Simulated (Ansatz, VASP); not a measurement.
# GaSb3: VASP beside Ansatz

```
CELL_PARAMETERS angstrom
-0.14587 3.64667 3.78050
3.50080 0.00000 3.63464
3.64667 3.64667 -0.14587
ATOMIC_POSITIONS crystal
Ga 0.00000 0.00000 0.00000
Sb 0.25000 0.25000 0.25000
Sb 0.75000 0.75000 0.75000
Sb 0.50000 0.50000 0.50000
```

Change from the starting cell: engineering shear strain xz -0.0800, normal strain along z +0.0367.

Alike in both runs: task single point; functional PBEsol; k mesh 10 × 10 × 10; occupations gaussian, width 0.15 eV; no spin polarisation.

|  | VASP | Ansatz |
| --- | --- | --- |
| version | VASP 6.6.1 | Ansatz 0.2.0 |
| potentials or method | VASP PAW PBE potentials, release 64 (Ga_d, Sb), cutoff 520 eV | scalar-relativistic, plane waves, PAW |
| valence electrons in the cell | 28 | 58 |

```tsv
	VASP	Ansatz	Ansatz less VASP
gap on the k mesh at the Fermi level (eV)	none	none	-
pressure (GPa)	-1.4	-1.4	+0.01
traceless stress, the component that is largest in VASP (GPa)	1.50	1.47	-0.031
rms of the force components (eV/Å)	0.068	0.067	-0.0010
```

VASP's potentials were made for PBE, not for PBEsol, and Ansatz warns of the same on its side. Atom by atom the forces differ by 0.001 eV/Å (rms over components). A gap of «none» marks a metal or a gap that the smearing closes. VASP's potentials hold 28 valence electrons a cell and Ansatz's 58, so a difference there can come from the potentials and not from the codes.

Neither program's run includes spin-orbit coupling.
